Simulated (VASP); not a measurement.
A run of VASP 6.6.1:

INCAR

```
SYSTEM = AlB2Ru2
PREC = Accurate ; ENCUT = 600
EDIFF = 1E-6 ; ISMEAR = 0
SIGMA = 0.1 ; LREAL = .False.
LASPH = .True. ; NELM = 120
ALGO = Normal ; ISIF = 2
LWAVE = .False. ; LCHARG = .False.
GGA = PE ; NBANDS = 28
GGA_COMPAT = .False.
```

The input KPOINTS:

```
regular mesh
0
Gamma
  6 6 4
  0 0 0
```

The input POSCAR:

```
AlB2Ru2
1.0
    3.2433627900      0.0000000000      0.0000000000
   -1.6216814000      2.8088345700      0.0000000000
    0.0000000000      0.0000000000      6.9835358400
Al B Ru
1 2 2
Direct
    0.0000000000      0.0000000000      0.0385196500
    0.3333333300      0.6666666700      0.6241070700
    0.6666666700      0.3333333300      0.6241070700
    0.0000000000      0.0000000000      0.6023558700
    0.0000000000      0.0000000000      0.3784500300
```

Potentials or basis: VASP PAW PBE potentials, release 64 (Al, B, Ru_sv).

Command:

```console
$ cat potpaw_PBE.64/Al/POTCAR potpaw_PBE.64/B/POTCAR potpaw_PBE.64/Ru_sv/POTCAR > POTCAR
$ mpirun -np 1 vasp_std > vasp.out
```

Hardware: 1 thread of Intel(R) Xeon(R) 6975P-C (Granite Rapids) (shared host).

Problem. Estimate the wall time of this run.

Solution. Run time: 24 s on 1 thread of Intel(R) Xeon(R) 6975P-C (Granite Rapids), on a shared host, peak memory 0.21 GiB. Counts: scf iterations 16, k points 21.
